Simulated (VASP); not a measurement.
# LiH: vibrations by perturbation theory with LDA

LiH:

```xyz
2
Lattice="0.0000 1.9411 1.9411 1.9411 0.0000 1.9411 1.9411 1.9411 0.0000" Properties=species:S:1:pos:R:3 pbc="T T T"
Li    0.0000    0.0000    0.0000
H     1.9411    1.9411    1.9411
```

```
Program                : VASP 6.6.1
Task                   : vibrations by perturbation theory
Functional             : LDA
Potentials or basis    : VASP PAW LDA potentials, release 64 (Li_sv, H)
Cutoff                 : 520 eV
k mesh                 : 10 × 10 × 10
Occupations            : gaussian, width 0.01 eV
Spin                   : no spin polarisation
Dipole correction      : no
Further INCAR settings : ALGO = Normal; EDIFF = 1e-08; IBRION = 8; NSW = 1
```

```
Electronic dielectric tensor (diagonal)                 : 5.14
Born charges (mean of the diagonal)                     : Li +1.03; H -1.03 e
Highest phonon frequency at Γ, LO-TO splitting left out : 670 cm⁻¹
```

Phonon frequencies in cm⁻¹ (negative: imaginary):
| q point | frequencies |
| --- | --- |
| (0.000, 0.000, 0.000) | -2 -2 -2 670 670 670 |

Electronic dielectric tensor:
```
5.14 0.00 0.00
0.00 5.14 0.00
0.00 0.00 5.14
```

Born effective charge tensors (e):
atom 1, Li
```
1.03 0.00 0.00
0.00 1.03 0.00
0.00 0.00 1.03
```
atom 2, H
```
-1.03  0.00  0.00
 0.00 -1.03  0.00
 0.00  0.00 -1.03
```

It took 110 s on 1 thread of Intel Xeon 8259CL (shared host), peak memory 0.14 GiB.
